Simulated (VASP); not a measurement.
## CdF2: electric field gradients with LDA

The system is CdF2.

```
CELL_PARAMETERS angstrom
-0.02694 2.68053 2.68053
2.68053 -0.02694 2.68053
2.68053 2.68053 -0.02694
ATOMIC_POSITIONS crystal
Cd 0.00000 0.00000 0.00000
F 0.25000 0.25000 0.25000
F 0.75000 0.75000 0.75000
```

This cell differs from its parent crystal: equal xy, yz and zx shear strains of -1 %.

```yaml
Program: VASP 6.6.1
Task: electric field gradients
Functional: LDA
Potentials_or_basis: VASP PAW LDA potentials, release 64 (Cd, F)
Cutoff: 520 eV
k_mesh: 8 × 8 × 8
Occupations: fermi-dirac, width 0.02 eV
Spin: no spin polarisation
Dipole_correction: no
Further_INCAR_settings: ALGO = Normal; EDIFF = 1e-08; NBANDS = 20
```

```json
{
  "Pressure": "-4.7 GPa",
  "Largest force": "0.030 eV/Å",
  "Band gap on the k mesh": "2.80 eV (least direct gap 3.23 eV)",
  "Largest electric field gradient by atom": "Cd -10.5; F +2.9 V/Å²"
}
```

Forces on the atoms (eV/Å):
```
Cd   0.000  0.000  0.000
F    0.017  0.017  0.017
F   -0.017 -0.017 -0.017
```

Stress tensor (GPa, compression positive):
```
-4.69  0.26  0.26
 0.26 -4.69  0.26
 0.26  0.26 -4.69
```

Levels at points of the mesh, in eV from the valence-band top:
```
           k point  band 9  band 10  band 11  band 12  band 13  band 14  band 15  band 16  band 17  band 18
(0.00, 0.00, 0.00)   -0.99    -0.99    -0.50    -0.50    -0.44     2.80    12.21    12.21    12.51    17.13
(0.50, 0.00, 0.00)   -2.36    -1.91    -1.89    -0.39    -0.36     6.93     8.77    14.06    14.27    17.73
(0.50, 0.50, 0.00)   -3.07    -3.04    -0.52    -0.11    -0.07     7.76     9.34    11.45    13.84    14.03
(0.50, 0.50, 0.50)   -2.38    -1.91    -1.91    -0.42    -0.42     7.02     8.86    14.06    14.06    17.71
```

Electric field gradients, principal values (V/Å²):
```
atom   least  middle  greatest (by size)
1 Cd   5.272   5.272             -10.545
 2 F  -1.430  -1.430               2.861
 3 F  -1.430  -1.430               2.861
```

Wall time 44 s on 1 thread of Intel Xeon 8259CL, with other jobs on the host, peak memory 0.17 GiB.

Caveat: the cell differs from its parent crystal (equal xy, yz and zx shear strains of -1 %); the cell stands under tension; without QUAD_EFG the Cq values of the log hold for a quadrupole moment of 1 mb, not for the nuclei. A k mesh can miss the band edges.
